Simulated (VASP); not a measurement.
# H2CO2 in VASP: single point with PBE+D3(BJ)

Aim: the single point of H2CO2 with PBE+D3(BJ).

All numbers are computed with VASP 6.6.1; they aren't measurements. Logs are shortened: lines on timing, memory, paths and dates and some standing lists are left out, and cuts for length are marked.

**1. The cell of the first run**

The cell holds a disordered packing, 40 atoms: a = 7.388 Å, b = 7.388 Å, c = 7.388 Å, α = 90.00°, β = 90.00°, γ = 90.00°.

**2. Single point, PBE+D3(BJ)**

INCAR reads:

```
ALGO = Normal
EDIFF = 1E-6
ENCUT = 1000
GGA = PE
GGA_COMPAT = F
ISIF = 2
ISMEAR = -1
IVDW = 12
LASPH = T
LCHARG = F
LREAL = Auto
LWAVE = F
NBANDS = 98
NELM = 120
PREC = Accurate
SIGMA = 0.05
```

KPOINTS reads:

```
k-points
0
Gamma
  1 1 1
```

POSCAR reads:

```
H2CO2
1.0
    7.3876590000      0.0000000000      0.0000000000
    0.0000000000      7.3876590000      0.0000000000
    0.0000000000      0.0000000000      7.3876590000
O C H
16 8 16
Direct
   -0.0395707989      0.6094739875      0.8337955751
    0.1808974564      0.8200484966      0.8635327226
    0.0090300547      0.5514569284      0.3118781985
    0.2429290556      0.7385831550      0.3833886812
    0.6725404754     -0.0564538973      0.3760441647
    0.9331687119      0.0192364749      0.5090785526
   -0.0072274902      0.2258989524      1.0990743026
    0.1961693915      0.3551253338      0.9102886449
    0.4116444636      0.3976523254      0.2446505507
    0.6699017883      0.4094448707      0.0839782441
    0.5349594049      0.6019882146      0.8147132715
    0.6744093251      0.6605920956      0.5507764669
    0.4387383186      1.0520569668      0.1361870690
    0.6715371947      0.9448086260     -0.0327626287
    0.1415196749      0.2925872677      0.5245438754
    0.4008572632      0.1451583028      0.5964430699
    0.0233318603      0.7782573556      0.8324440828
    0.1060829574      0.7054388905      0.2993192683
    0.7978023638      0.0598941239      0.4213683941
    0.1216474852      0.2209286505      0.9746316448
    0.5498265568      0.4840200470      0.1704959783
    0.5535087933      0.6914729996      0.6635447131
    0.5340320542      1.0330106530     -0.0201559804
    0.3147800336      0.2839524997      0.5756529411
    0.0625058620      0.5250097623      0.8664648169
   -0.0861571592      0.8760273088      0.8073965461
    0.0687588794      0.4680542895      0.4018440537
    0.0397055747      0.7987926988      0.2027629989
    0.6864290777     -0.1851375503      0.4412526120
    0.7695336669      0.1978749617      0.3720572172
   -0.0339732806      0.3534414670      1.1325463969
    0.1562771072      0.0808183981      0.9349816906
    0.4190691287      0.2671345917      0.2071996377
    0.5418676426      0.6311315806      0.1943576708
    0.6415653666      0.5252185486      0.8431395338
    0.4486972873      0.7958229885      0.6454172563
    0.5102548264      0.9927498280      0.2355006884
    0.4691149164      1.1060407481     -0.1330616570
    0.0762769201      0.1699751078      0.5194270610
    0.3689263896      0.4210189502      0.5931142734
```

Potentials or basis: VASP PAW PBE potentials, release 64 (O_h, C_h, H_h).

Run with:

```console
> cat potpaw_PBE.64/O_h/POTCAR potpaw_PBE.64/C_h/POTCAR potpaw_PBE.64/H_h/POTCAR > POTCAR
> mpirun -np 1 vasp_gam > vasp.out
```

OUTCAR:

```text
EDIFF = 1E-6
   ENCUT = 1000
   GGA = PE
   ISIF = 2
   ISMEAR = -1
   IVDW = 12
   LASPH = T
   LREAL = Auto
   NELM = 120
   PREC = Accurate
 IVDW          = 12

 ion  position               nearest neighbor table
   1  0.960  0.609  0.834-  25 1.01  17 1.33
   2  0.181  0.820  0.864-  17 1.23
   3  0.009  0.551  0.312-  27 1.01  18 1.35
   4  0.243  0.739  0.383-  18 1.21
   5  0.673  0.944  0.376-  29 1.07  19 1.31
   6  0.933  0.019  0.509-  19 1.23
   7  0.993  0.226  0.099-  31 0.99  20 1.32
   8  0.196  0.355  0.910-  20 1.23
   9  0.412  0.398  0.245-  33 1.00  21 1.32
  10  0.670  0.409  0.084-  21 1.22
  11  0.535  0.602  0.815-  35 0.99  22 1.30
  12  0.674  0.661  0.551-  22 1.24
  13  0.439  0.052  0.136-  37 1.00  23 1.36
  14  0.672  0.945  0.967-  23 1.21
  15  0.142  0.293  0.525-  39 1.03  24 1.34
  16  0.401  0.145  0.596-  24 1.22
  17  0.023  0.778  0.832-  26 1.10   2 1.23   1 1.33
[... 9 lines left out ...]
  27  0.069  0.468  0.402-   3 1.01
  28  0.040  0.799  0.203-  18 1.11
  29  0.686  0.815  0.441-   5 1.07
  30  0.770  0.198  0.372-  19 1.10
[... 8 lines left out ...]
  39  0.076  0.170  0.519-  15 1.03
  40  0.369  0.421  0.593-  24 1.10

  LATTYP: Found a simple cubic cell.
 ALAT       =     7.3876590000

  Lattice vectors:

 A1 = (   7.3876590000,   0.0000000000,   0.0000000000)
 A2 = (   0.0000000000,   7.3876590000,   0.0000000000)
 A3 = (   0.0000000000,   0.0000000000,   7.3876590000)

Analysis of symmetry for initial positions (statically):
=====================================================================
 Subroutine PRICEL returns:
 Original cell was already a primitive cell.

 Routine SETGRP: Setting up the symmetry group for a
 simple cubic supercell.

 Subroutine GETGRP returns: Found  1 space group operations
 (whereof  1 operations were pure point group operations)
 out of a pool of 48 trial point group operations.

The static configuration has the point symmetry C_1 .

Analysis of symmetry for dynamics (positions and initial velocities):
=====================================================================
 Subroutine PRICEL returns:
 Original cell was already a primitive cell.

 Routine SETGRP: Setting up the symmetry group for a
 simple cubic supercell.
[... 156 lines left out ...]
   NELM   =    120;   NELMIN=  2; NELMDL= -5     # of ELM steps
   EDIFF  = 0.1E-05   stopping-criterion for ELM
   LREAL  =      T    real-space projection
   EDIFFG = 0.1E-04   stopping-criterion for IOM
   NSW    =      0    number of steps for IOM
   IBRION =     -1    ionic relax: 0-MD 1-quasi-New 2-CG
   NFREE  =      0    steps in history (QN), initial steepest desc. (CG)
   ISIF   =      2    stress and relaxation
   ISYM   =      2    0-nonsym 1-usesym 2-fastsym
   POTIM  = 0.5000    time-step for ionic-motion
   TEBEG  =    0.0;   TEEND  =   0.0 temperature during run
   PSTRESS=    0.0 pullay stress
   NELECT =     144.0000    total number of electrons
   NUPDOWN=      -1.0000    fix difference up-down
   EMIN   =  10.00;   EMAX   =-10.00  energy-range for DOS
   EFERMI =   0.00;   METHOD = LEGACY
   ISMEAR =    -1;   SIGMA  =   0.05  broadening in eV -4-tet -1-fermi 0-gaus
   EFERMI_NEDOS =   21; number of points for ismear=-14 and -15
   IALGO  =     38    algorithm
   IMIX   =      4    mixing-type and parameters
     AMIX     =   0.40;   BMIX     =  1.00
     AMIX_MAG =   1.60;   BMIX_MAG =  1.00
  volume/ion in A,a.u.               =      10.08        68.02
  Fermi-wavevector in a.u.,A,eV,Ry     =   1.161508  2.194932 18.355627  1.349101
  Thomas-Fermi vector in A             =   2.298079
   LORBIT       =      0    0 simple, 1 ext, 2 COOP (PROOUT), +10 PAW based schemes
   GGA     = PE    functional components
   LHFCALC =     F    Hartree Fock is set to
   AEXX    =    0.0000 exact exchange contribution
   IVDW    =    12    specifies the selected vdW correction
   LEPSILON=     F    determine dielectric tensor
   LRPA    =     F    only Hartree local field effects (RPA)
 non-spin polarized calculation
  energy-cutoff  :     1000.00
  volume of cell :      403.20
 maximum number of plane-waves:     14444
 NGX is ok and might be reduce to    80
   NGX = 39   NGY = 39   NGZ = 39

 number of electron     144.0000000 magnetization

 Free energy of the ion-electron system (eV)
  ---------------------------------------------------
  ext. energy  EPLUGINS =         0.00000000
  ---------------------------------------------------
  free energy    TOTEN  =      -242.15597328 eV

  energy without entropy =     -242.15597328  energy(sigma->0) =     -242.15597328

 E-fermi :   0.1786     XC(G=0):  -8.0088

 val. band max:       -1.1099413457   @ k =   0.0000   0.0000   0.0000
 cond. band min:       3.2328370815   @ k =   0.0000   0.0000   0.0000
 fundamental gap:      4.3427784272
 Fermi energy:         0.1785624092

 k-point     1 :       0.0000    0.0000    0.0000
  band No.  band energies     occupation
      1     -23.3063      2.00000
      2     -23.0290      2.00000
      3     -22.9544      2.00000
      4     -22.7853      2.00000
      5     -22.4816      2.00000
      6     -22.4129      2.00000
[... 76 lines left out ...]
     83       6.9066      0.00000
     84       7.0420      0.00000
 [bands above 84 left out]

------------------------ aborting loop because EDIFF is reached ----------------------------------------

 Edisp (eV)   -2.32738

 E8    (eV) :    -0.5468

  FORCE on cell =-STRESS in cart. coord.  units (eV):
  Direction    XX          YY          ZZ          XY          YZ          ZX
  --------------------------------------------------------------------------------------
  -------------------------------------------------------------------------------------
  Total       2.15708     3.37661     4.88680    -0.02260    -1.03966     0.61505
  in kB       8.57150    13.41749    19.41846    -0.08979    -4.13126     2.44398
  external pressure =       13.80 kB  Pullay stress =        0.00 kB

 VOLUME and BASIS-vectors are now :
 -----------------------------------------------------------------------------
  energy-cutoff  :     1000.00
  volume of cell :      403.20
      direct lattice vectors                 reciprocal lattice vectors
     7.387659000  0.000000000  0.000000000     0.135360877  0.000000000  0.000000000
     0.000000000  7.387659000  0.000000000     0.000000000  0.135360877  0.000000000
     0.000000000  0.000000000  7.387659000     0.000000000  0.000000000  0.135360877

 POSITION                                       TOTAL-FORCE (eV/Angst)
 -----------------------------------------------------------------------------------
      7.09532      4.50259      6.15980         0.039752      0.101369     -0.043913
      1.33641      6.05824      6.37949        -0.224194     -0.047910     -0.094579
      0.06671      4.07398      2.30405         0.248477      0.066470      0.066167
      1.79468      5.45640      2.83234        -0.001102     -0.030795     -0.039285
      4.96850      6.97060      2.77809         0.039582      0.029227     -0.003008
      6.89393      0.14211      3.76090         0.074512      0.029119      0.043931
[... 32 lines left out ...]
      0.56351      1.25572      3.83735        -0.037069     -0.037861     -0.005382
      2.72550      3.11034      4.38173         0.007376     -0.059548      0.009723
 -----------------------------------------------------------------------------------
    total drift:                               -0.003151     -0.004205      0.000209

  FREE ENERGIE OF THE ION-ELECTRON SYSTEM (eV)
  ---------------------------------------------------
  free  energy   TOTEN  =      -244.4833559151 eV

  energy  without entropy=     -244.4833559151  energy(sigma->0) =     -244.48335592
```

OSZICAR:

```text
N       E                     dE             d eps       ncg     rms          rms(c)
DAV:   1     0.199368164641E+04    0.19937E+04   -0.11617E+05   196   0.237E+03
DAV:   2     0.844282405078E+02   -0.19093E+04   -0.17787E+04   262   0.425E+02
DAV:   3    -0.245530136447E+03   -0.32996E+03   -0.32531E+03   248   0.186E+02
DAV:   4    -0.257578015870E+03   -0.12048E+02   -0.11985E+02   248   0.377E+01
DAV:   5    -0.257986345148E+03   -0.40833E+00   -0.40804E+00   240   0.662E+00    0.271E+01
DAV:   6    -0.243566493803E+03    0.14420E+02   -0.41840E+01   232   0.226E+01    0.113E+01
DAV:   7    -0.242446323847E+03    0.11202E+01   -0.27751E+00   240   0.682E+00    0.628E+00
DAV:   8    -0.242154574786E+03    0.29175E+00   -0.13206E+00   232   0.438E+00    0.133E+00
DAV:   9    -0.242153791175E+03    0.78361E-03   -0.23256E-01   264   0.206E+00    0.707E-01
DAV:  10    -0.242153516999E+03    0.27418E-03   -0.24973E-02   240   0.799E-01    0.263E-01
DAV:  11    -0.242155554474E+03   -0.20375E-02   -0.85091E-03   232   0.377E-01    0.129E-01
DAV:  12    -0.242155873193E+03   -0.31872E-03   -0.69436E-04   240   0.160E-01    0.570E-02
DAV:  13    -0.242155995473E+03   -0.12228E-03   -0.48553E-04   224   0.103E-01    0.294E-02
DAV:  14    -0.242155978213E+03    0.17260E-04   -0.11697E-04   280   0.579E-02    0.134E-02
DAV:  15    -0.242155975131E+03    0.30818E-05   -0.29035E-05   216   0.227E-02    0.997E-03
DAV:  16    -0.242155972871E+03    0.22605E-05   -0.60558E-06   208   0.133E-02    0.329E-03
DAV:  17    -0.242155973277E+03   -0.40668E-06   -0.36626E-06   224   0.792E-03
   1 F= -.24448336E+03 E0= -.24448336E+03  d E =-.176131E-10
```

stdout:

```text
POSCAR found type information on POSCAR O C H
 POSCAR found :  3 types and      40 ions
 scaLAPACK will be used
 LDA part: xc-table for (Slater+PW92), standard interpolation
 POSCAR, INCAR and KPOINTS ok, starting setup
 FFT: planning ... GRIDC
 FFT: planning ... GRID_SOFT
 FFT: planning ... GRID
 WAVECAR not read
 entering main loop
```

It took 1.9 min on 1 thread of AMD EPYC 9R45 (Zen 5), shared host; peak memory 0.88 GiB.

What came out:

| Quantity | Value |
| --- | --- |
| Free energy | -244.4834 eV |
| Pressure | 1.4 GPa |
| Largest force | 0.266 eV/Å |
| Band gap on the k mesh | 4.34 eV |
| Dispersion energy per atom | -0.058 eV |

Forces in eV/Å, atoms in the order of the input:
```
O    0.040  0.101 -0.044
O   -0.224 -0.048 -0.095
O    0.248  0.066  0.066
O   -0.001 -0.031 -0.039
O    0.040  0.029 -0.003
O    0.075  0.029  0.044
O    0.096  0.071  0.010
O   -0.099 -0.108  0.039
O    0.018  0.049 -0.013
O   -0.031  0.050  0.037
O    0.063 -0.044 -0.017
O   -0.149  0.025  0.164
O    0.064 -0.027 -0.079
O   -0.087  0.029 -0.037
O    0.006  0.049  0.015
O   -0.026  0.040 -0.025
C    0.101  0.014  0.183
C   -0.241 -0.038  0.030
C   -0.112 -0.047 -0.034
C    0.068  0.019  0.043
C    0.009 -0.014 -0.035
C    0.088  0.026 -0.067
C   -0.016  0.049 -0.010
C   -0.004 -0.023 -0.027
H    0.007 -0.013 -0.032
H    0.094 -0.080 -0.080
H   -0.082  0.108 -0.056
H    0.153 -0.035  0.027
H   -0.033 -0.068  0.033
H    0.026  0.011  0.005
H   -0.049 -0.059 -0.055
H   -0.045  0.023  0.002
H    0.004  0.009 -0.020
H    0.020 -0.030  0.004
H   -0.040  0.063 -0.048
H    0.036 -0.043  0.002
H   -0.039 -0.010  0.049
H    0.056 -0.045  0.061
H   -0.037 -0.038 -0.005
H    0.007 -0.060  0.010
```

Caveat: the k points lie up to 0.85 Å⁻¹ apart.
